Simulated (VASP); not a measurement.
## Tc: single point with r2SCAN

Crystal: Tc.

```
CELL_PARAMETERS angstrom
2.74000 0.00000 0.00000
-1.37000 2.37291 0.00000
0.00000 0.00000 4.39800
ATOMIC_POSITIONS crystal
Tc 0.66667 0.33333 0.75000
Tc 0.33333 0.66667 0.25000
```

* Program: VASP 6.6.1
* Task: single point
* Functional: r2SCAN
* Potentials or basis: VASP PAW PBE potentials, release 64 (Tc_pv)
* Cutoff: 520 eV
* k mesh: 6 × 6 × 4
* Occupations: fermi-dirac, width 0.05 eV
* Spin: no spin polarisation
* Dipole correction: no
* Further INCAR settings: ALGO = Normal; EDIFF = 1e-06; NBANDS = 20

```yaml
Pressure: -0.8 GPa
Band_gap_on_the_k_mesh: zero (band 13 reaches 14.27 eV, above the bottom of band 14 at 10.84 eV)
```

Stress tensor (GPa, compression positive):
```
-0.88  0.00  0.00
 0.00 -0.88  0.00
 0.00  0.00 -0.68
```

Levels at points of the mesh, in eV from the Fermi level:
| k point | band 11 | band 12 | band 13 | band 14 | band 15 | band 16 |
| --- | --- | --- | --- | --- | --- | --- |
| (0.00, 0.00, 0.00) | -1.53 | -0.83 | -0.83 | -0.07 | -0.07 | 1.68 |
| (0.50, 0.00, 0.00) | -1.18 | -1.00 | -0.50 | 3.10 | 3.51 | 3.54 |
| (0.00, 0.00, 0.50) | -1.71 | -1.71 | -1.71 | -1.71 | 2.00 | 2.00 |
| (0.50, 0.00, 0.50) | 0.20 | 0.20 | 1.47 | 1.47 | 3.37 | 3.37 |

Run time: 23 s on 1 thread of Intel(R) Xeon(R) 6975P-C (Granite Rapids), on a shared host, peak memory 0.14 GiB.

Caveat: the k points lie up to 0.44 Å⁻¹ apart; the PAW data sets were made with another functional, which shifts forces and pressure a little.
